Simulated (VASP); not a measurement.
# Pt (Fm-3m) in VASP: notebook, part 2 of 3

VASP 6.6.1. Earlier steps stand in the parts before.

## (3) Single point, PBEsol

This run uses another cell than the first one, of 14.48 Å³/atom, 1.021 times its volume.

INCAR reads:

```
  ALGO = Normal
  EDIFF = 1E-6
  ENCUT = 500
  GGA = PS
  GGA_COMPAT = False
  ISIF = 2
  ISMEAR = 1
  LASPH = True
  LCHARG = True
  LELF = True
  LREAL = False
  LVHAR = True
  LWAVE = False
  NBANDS = 11
  NELM = 120
  PREC = Accurate
  SIGMA = 0.15
```

KPOINTS reads:

```
k-points
0
Gamma
  13 13 13
```

POSCAR reads:

```
Pt
1.0
    0.0000000000      1.9343981026      1.9343981026
    1.9343981026      0.0000000000      1.9343981026
    1.9343981026      1.9343981026      0.0000000000
Pt
1
Direct
    0.0000000000      0.0000000000      0.0000000000
```

Potentials or basis: VASP PAW PBE potentials, release 64 (Pt).

The run is started by

```console
> cat potpaw_PBE.64/Pt/POTCAR > POTCAR
> mpirun -np 1 vasp_std > vasp.out
```

OUTCAR:

```text
EDIFF = 1E-6
   ENCUT = 500
   GGA = PS
   ISIF = 2
   ISMEAR = 1
   LASPH = True
   LREAL = False
   NELM = 120
   PREC = Accurate

 ion  position               nearest neighbor table
   1  0.000  0.000  0.000-

  LATTYP: Found a face centered cubic cell.
 ALAT       =     3.8687962052

  Lattice vectors:

 A1 = (   0.0000000000,   1.9343981026,   1.9343981026)
 A2 = (   1.9343981026,   0.0000000000,   1.9343981026)
 A3 = (   1.9343981026,   1.9343981026,   0.0000000000)

Analysis of symmetry for initial positions (statically):
=====================================================================
 Subroutine PRICEL returns:
 Original cell was already a primitive cell.

 Routine SETGRP: Setting up the symmetry group for a
 face centered cubic supercell.

 Subroutine GETGRP returns: Found 48 space group operations
 (whereof 48 operations were pure point group operations)
 out of a pool of 48 trial point group operations.

The static configuration has the point symmetry O_h .

Analysis of symmetry for dynamics (positions and initial velocities):
=====================================================================
 Subroutine PRICEL returns:
 Original cell was already a primitive cell.

 Routine SETGRP: Setting up the symmetry group for a
 face centered cubic supercell.

 Subroutine GETGRP returns: Found 48 space group operations
 (whereof 48 operations were pure point group operations)
 out of a pool of 48 trial point group operations.

The dynamic configuration has the point symmetry O_h .

 Subroutine INISYM returns: Found 48 space group operations
 (whereof 48 operations are pure point group operations),
 and found     1 'primitive' translations

----------------------------------------------------------------------------------------

                                     Primitive cell

  volume of cell :      14.4766

  direct lattice vectors                    reciprocal lattice vectors
     0.000000000  1.934398103  1.934398103    -0.258478335  0.258478335  0.258478335
     1.934398103  0.000000000  1.934398103     0.258478335 -0.258478335  0.258478335
     1.934398103  1.934398103  0.000000000     0.258478335  0.258478335 -0.258478335

  length of vectors
     2.735652032  2.735652032  2.735652032     0.447697608  0.447697608  0.447697608

  position of ions in fractional coordinates (direct lattice)
     0.000000000  0.000000000  0.000000000

  ion indices of the primitive-cell ions
   primitive index   ion index
                 1           1

----------------------------------------------------------------------------------------

 KPOINTS: k-points

Automatic generation of k-mesh.
 Grid dimensions read from file:
 generate k-points for:   13   13   13

 Generating k-lattice:

  Cartesian coordinates                     Fractional coordinates (reciprocal lattice)
    -0.019882949  0.019882949  0.019882949     0.076923077  0.000000000  0.000000000
     0.019882949 -0.019882949  0.019882949     0.000000000  0.076923077  0.000000000
     0.019882949  0.019882949 -0.019882949     0.000000000  0.000000000  0.076923077

  Length of vectors
     0.034438278  0.034438278  0.034438278

  Shift w.r.t. Gamma in fractional coordinates (k-lattice)
     0.000000000  0.000000000  0.000000000

 Subroutine IBZKPT returns following result:
 ===========================================

 Found     84 irreducible k-points:

 Following reciprocal coordinates:
            Coordinates               Weight
  0.000000  0.000000  0.000000      1.000000
  0.076923  0.000000  0.000000      8.000000
  0.153846  0.000000  0.000000      8.000000
  0.230769  0.000000  0.000000      8.000000
  0.307692  0.000000  0.000000      8.000000
  0.384615  0.000000  0.000000      8.000000
[... 16 lines left out ...]
  0.384615  0.153846  0.000000     24.000000
  0.461538  0.153846  0.000000     24.000000
 [... further k-points ...]
   k-points           NKPTS =     84   k-points in BZ     NKDIM =     84   number of bands    NBANDS=     11
   number of dos      NEDOS =    301   number of ions     NIONS =      1
   total plane-waves  NPLWV =   8000
   dimension x,y,z NGX =    20 NGY =   20 NGZ =   20
   dimension x,y,z NGXF=    40 NGYF=   40 NGZF=   40
   ions per type =               1
   NGX,Y,Z   is equivalent  to a cutoff of  12.15, 12.15, 12.15 a.u.
   NGXF,Y,Z  is equivalent  to a cutoff of  24.31, 24.31, 24.31 a.u.
 SYSTEM =  unknown system
   PREC   = accura    normal or accurate (medium, high low for compatibility)
   ISTART =      0    job   : 0-new  1-cont  2-samecut
   ICHARG =      2    charge: 1-file 2-atom 10-const
   ISPIN  =      1    spin polarized calculation?
   LNONCOLLINEAR =      F non collinear calculations
   LSORBIT =      F    spin-orbit coupling
   LASPH  =      T    aspherical Exc in radial PAW
   ENCUT  =  500.0 eV  36.75 Ry    6.06 a.u.   4.99  4.99  4.99*2*pi/ulx,y,z
   NELM   =    120;   NELMIN=  2; NELMDL= -5     # of ELM steps
   EDIFF  = 0.1E-05   stopping-criterion for ELM
   LREAL  =      F    real-space projection
   EDIFFG = 0.1E-04   stopping-criterion for IOM
   NSW    =      0    number of steps for IOM
   IBRION =     -1    ionic relax: 0-MD 1-quasi-New 2-CG
   NFREE  =      0    steps in history (QN), initial steepest desc. (CG)
   ISIF   =      2    stress and relaxation
   ISYM   =      2    0-nonsym 1-usesym 2-fastsym
   POTIM  = 0.5000    time-step for ionic-motion
   TEBEG  =    0.0;   TEEND  =   0.0 temperature during run
   PSTRESS=    0.0 pullay stress
   NELECT =      10.0000    total number of electrons
   NUPDOWN=      -1.0000    fix difference up-down
   EMIN   =  10.00;   EMAX   =-10.00  energy-range for DOS
   EFERMI =   0.00;   METHOD = LEGACY
   ISMEAR =     1;   SIGMA  =   0.15  broadening in eV -4-tet -1-fermi 0-gaus
   EFERMI_NEDOS =   21; number of points for ismear=-14 and -15
   IALGO  =     38    algorithm
   IMIX   =      4    mixing-type and parameters
     AMIX     =   0.40;   BMIX     =  1.00
     AMIX_MAG =   1.60;   BMIX_MAG =  1.00
  volume/ion in A,a.u.               =      14.48        97.69
  Fermi-wavevector in a.u.,A,eV,Ry     =   1.447168  2.734751 28.494620  2.094295
  Thomas-Fermi vector in A             =   2.565154
   LORBIT       =      0    0 simple, 1 ext, 2 COOP (PROOUT), +10 PAW based schemes
   GGA     = PS    functional components
   LHFCALC =     F    Hartree Fock is set to
   AEXX    =    0.0000 exact exchange contribution
   IVDW    =     0    specifies the selected vdW correction
   LEPSILON=     F    determine dielectric tensor
   LRPA    =     F    only Hartree local field effects (RPA)
 non-spin polarized calculation
 Methfessel and Paxton  Order N= 1 SIGMA  =   0.15
  energy-cutoff  :      500.00
  volume of cell :       14.48
 maximum number of plane-waves:       376
   NGX =  9   NGY =  9   NGZ =  9

 number of electron      10.0000000 magnetization

 number of electron       9.9999999 magnetization

 Free energy of the ion-electron system (eV)
  ---------------------------------------------------
  ext. energy  EPLUGINS =         0.00000000
  ---------------------------------------------------
  free energy    TOTEN  =        -6.93680745 eV

  energy without entropy =       -6.93445172  energy(sigma->0) =       -6.93602221

 E-fermi :  11.8940     XC(G=0): -13.8728

 val. band max:       11.8931306999   @ k =   0.4615   0.4615   0.0000
 cond. band min:      11.9006145828   @ k =  -0.4615   0.3077   0.0769
 fundamental gap:      0.0074838829
 Fermi energy:        11.8940458485

 k-point     1 :       0.0000    0.0000    0.0000
  band No.  band energies     occupation
      1       1.1358      2.00000
      2       7.8297      2.00000
      3       7.8297      2.00000
      4       7.8297      2.00000
      5      10.1586      2.00000
      6      10.1586      2.00000
      7      26.4025      0.00000
      8      31.5946      0.00000
      9      31.5946      0.00000
     10      31.5946      0.00000
     11      37.0468      0.00000
[... 309 lines left out ...]
 k-point    24 :       0.4615    0.1538    0.0000
  band No.  band energies     occupation
      1       4.7747      2.00000
      2       7.2527      2.00000
      3       8.2034      2.00000
      4       8.5495      2.00000
      5      12.0097      0.03538
      6      13.3788     -0.00000
      7      19.7068      0.00000
      8      27.3846      0.00000
      9      29.7244      0.00000
     10      30.8016      0.00000
     11      39.3194      0.00000

 [... further k-points ...]

------------------------ aborting loop because EDIFF is reached ----------------------------------------

  FORCE on cell =-STRESS in cart. coord.  units (eV):
  Direction    XX          YY          ZZ          XY          YZ          ZX
  --------------------------------------------------------------------------------------
  -------------------------------------------------------------------------------------
  Total        1.0416722      1.0416722      1.0416722      0.0000000      0.0000000      0.0000000
  in kB      115.2853378    115.2853378    115.2853378      0.0000000      0.0000000      0.0000000
  external PRESSURE =     115.2853378 kB  Pullay stress =       0.0000000 kB

 VOLUME and BASIS-vectors are now :
 -----------------------------------------------------------------------------
  energy-cutoff  :      500.00
  volume of cell :       14.48
      direct lattice vectors                 reciprocal lattice vectors
     0.000000000  1.934398103  1.934398103    -0.258478335  0.258478335  0.258478335
     1.934398103  0.000000000  1.934398103     0.258478335 -0.258478335  0.258478335
     1.934398103  1.934398103  0.000000000     0.258478335  0.258478335 -0.258478335

 POSITION                                       TOTAL-FORCE (eV/Angst)
 -----------------------------------------------------------------------------------
      0.00000      0.00000      0.00000         0.000000     -0.000000      0.000000
 -----------------------------------------------------------------------------------
    total drift:                                0.000000      0.000000     -0.000000

  FREE ENERGIE OF THE ION-ELECTRON SYSTEM (eV)
  ---------------------------------------------------
  free  energy   TOTEN  =        -6.9368074529 eV

  energy  without entropy=       -6.9344517170  energy(sigma->0) =       -6.93602221
```

OSZICAR:

```text
N       E                     dE             d eps       ncg     rms          rms(c)
DAV:   1     0.383809901492E+02    0.38381E+02   -0.52383E+03  1880   0.818E+02
DAV:   2    -0.683069255157E+01   -0.45212E+02   -0.43497E+02  2138   0.176E+02
DAV:   3    -0.738438315172E+01   -0.55369E+00   -0.55078E+00  2136   0.187E+01
DAV:   4    -0.738640422842E+01   -0.20211E-02   -0.20210E-02  2145   0.132E+00
DAV:   5    -0.738641949985E+01   -0.15271E-04   -0.15272E-04  2163   0.106E-01    0.150E+01
DAV:   6    -0.699380421062E+01    0.39262E+00   -0.82410E-01  1992   0.734E+00    0.770E+00
DAV:   7    -0.694152510416E+01    0.52279E-01   -0.18228E-01  2142   0.333E+00    0.258E+00
DAV:   8    -0.693711692116E+01    0.44082E-02   -0.82404E-03  2013   0.835E-01    0.701E-01
DAV:   9    -0.693680240667E+01    0.31451E-03   -0.23375E-04  2088   0.142E-01    0.315E-02
DAV:  10    -0.693680719905E+01   -0.47924E-05   -0.43961E-06  2350   0.149E-02    0.497E-03
DAV:  11    -0.693680745287E+01   -0.25382E-06   -0.53243E-08  1149   0.210E-03
   1 F= -.69368075E+01 E0= -.69360222E+01  d E =-.235574E-02
```

Run time: 5.9 s. Hardware: 1 thread of Intel Xeon 6975P-C (Granite Rapids), shared host; peak memory 0.13 GiB.

What came out:

```
Free energy            : -6.9368 eV
Pressure               : 11.5 GPa
Band gap on the k mesh : zero (band 5 reaches 12.36 eV, above the bottom of band 6 at 10.03 eV)
```

Caveat: the PAW data sets were made with another functional, which shifts forces and pressure a little; spin-orbit coupling is left out, which moves the levels of the heavy elements.

## (4) Single point, PBEsol

This run uses another cell than the first one, of 14.78 Å³/atom, 1.043 times its volume.

INCAR reads:

```
SYSTEM = Pt
  ALGO = Normal
  EDIFF = 1E-6
  ENCUT = 500
  GGA = PS
  GGA_COMPAT = .False.
  ISIF = 2
  ISMEAR = 1
  LASPH = .True.
  LCHARG = .False.
  LREAL = .False.
  LWAVE = .False.
  NBANDS = 11
  NELM = 120
  PREC = Accurate
  SIGMA = 0.15
```

KPOINTS reads:

```
k-points
0
Gamma
  13 13 13
  0 0 0
```

POSCAR reads:

```
Pt
1.0
    0.0000000000      1.9477392008      1.9477392008
    1.9477392008      0.0000000000      1.9477392008
    1.9477392008      1.9477392008      0.0000000000
Pt
1
Direct
    0.0000000000      0.0000000000      0.0000000000
```

The run is started by

```console
> cat potpaw_PBE.64/Pt/POTCAR > POTCAR
> mpirun -np 1 vasp_std > vasp.out
```

It took 5.1 s on 1 thread of Intel Xeon 6975P-C (Granite Rapids), shared host; peak memory 0.13 GiB.

Results (log left out):

```yaml
Free_energy: -6.9521 eV
Pressure: 4.7 GPa
Band_gap_on_the_k_mesh: zero (band 5 reaches 11.93 eV, above the bottom of band 6 at 9.68 eV)
```

Levels at points of the mesh, in eV from the Fermi level:
```tsv
k point	band 2	band 3	band 4	band 5	band 6	band 7	band 8	band 9
(0.00, 0.00, 0.00)	-3.93	-3.93	-3.93	-1.68	-1.68	14.58	19.65	19.65
```

Caveat: the PAW data sets were made with another functional, which shifts forces and pressure a little; spin-orbit coupling is left out, which moves the levels of the heavy elements.

## (5) Single point, PBEsol

This run uses another cell than the first one, of 15.08 Å³/atom, 1.064 times its volume.

INCAR reads:

```
PREC = Accurate
ENCUT = 500
EDIFF = 1E-6
ISMEAR = 1
SIGMA = 0.15
LREAL = F
LASPH = T
NELM = 120
ALGO = Normal
ISIF = 2
LWAVE = F
LCHARG = F
GGA = PS
NBANDS = 11
GGA_COMPAT = F
```

KPOINTS reads:

```
Automatic mesh
0
Gamma
  13 13 13
```

POSCAR reads:

```
Pt
1.0
    0.0000000000      1.9609000000      1.9609000000
    1.9609000000      0.0000000000      1.9609000000
    1.9609000000      1.9609000000      0.0000000000
Pt
1
Direct
    0.0000000000      0.0000000000      0.0000000000
```

Potentials or basis: VASP PAW PBE potentials, release 64 (Pt).

The run is started by

```console
> cat potpaw_PBE.64/Pt/POTCAR > POTCAR
> mpirun -np 1 vasp_std > vasp.out
```

OUTCAR:

```text
PREC = Accurate
   ENCUT = 500
   EDIFF = 1E-6
   ISMEAR = 1
   LREAL = F
   LASPH = T
   NELM = 120
   ISIF = 2
   GGA = PS

 ion  position               nearest neighbor table
   1  0.000  0.000  0.000-

  LATTYP: Found a face centered cubic cell.
 ALAT       =     3.9218000000

  Lattice vectors:

 A1 = (   0.0000000000,   1.9609000000,   1.9609000000)
 A2 = (   1.9609000000,   0.0000000000,   1.9609000000)
 A3 = (   1.9609000000,   1.9609000000,   0.0000000000)
[... 513 lines left out ...]
     10      29.5775      0.00000
     11      38.0951      0.00000

 [... further k-points ...]

------------------------ aborting loop because EDIFF is reached ----------------------------------------

  FORCE on cell =-STRESS in cart. coord.  units (eV):
  Direction    XX          YY          ZZ          XY          YZ          ZX
  --------------------------------------------------------------------------------------
  -------------------------------------------------------------------------------------
  Total       -0.1299031     -0.1299031     -0.1299031      0.0000000     -0.0000000      0.0000000
  in kB      -13.8017379    -13.8017379    -13.8017379      0.0000000     -0.0000000      0.0000000
  external PRESSURE =     -13.8017379 kB  Pullay stress =       0.0000000 kB

 VOLUME and BASIS-vectors are now :
 -----------------------------------------------------------------------------
  energy-cutoff  :      500.00
  volume of cell :       15.08
      direct lattice vectors                 reciprocal lattice vectors
     0.000000000  1.960900000  1.960900000    -0.254984956  0.254984956  0.254984956
     1.960900000  0.000000000  1.960900000     0.254984956 -0.254984956  0.254984956
     1.960900000  1.960900000  0.000000000     0.254984956  0.254984956 -0.254984956

 POSITION                                       TOTAL-FORCE (eV/Angst)
 -----------------------------------------------------------------------------------
      0.00000      0.00000      0.00000         0.000000      0.000000      0.000000
 -----------------------------------------------------------------------------------
    total drift:                                0.000000      0.000000      0.000000

  FREE ENERGIE OF THE ION-ELECTRON SYSTEM (eV)
  ---------------------------------------------------
  free  energy   TOTEN  =        -6.9553241164 eV

  energy  without entropy=       -6.9525586911  energy(sigma->0) =       -6.95440231
```

It took 6.1 s on 1 thread of Intel Xeon 6975P-C (Granite Rapids), shared host; peak memory 0.13 GiB.

Results:

| Property | Result |
| --- | --- |
| Free energy | -6.9553 eV |
| Pressure | -1.4 GPa |
| Band gap on the k mesh | zero (band 5 reaches 11.51 eV, above the bottom of band 6 at 9.35 eV) |

Caveat: the PAW data sets were made with another functional, which shifts forces and pressure a little; spin-orbit coupling is left out, which moves the levels of the heavy elements.

(Continued in part 3 of 3.)
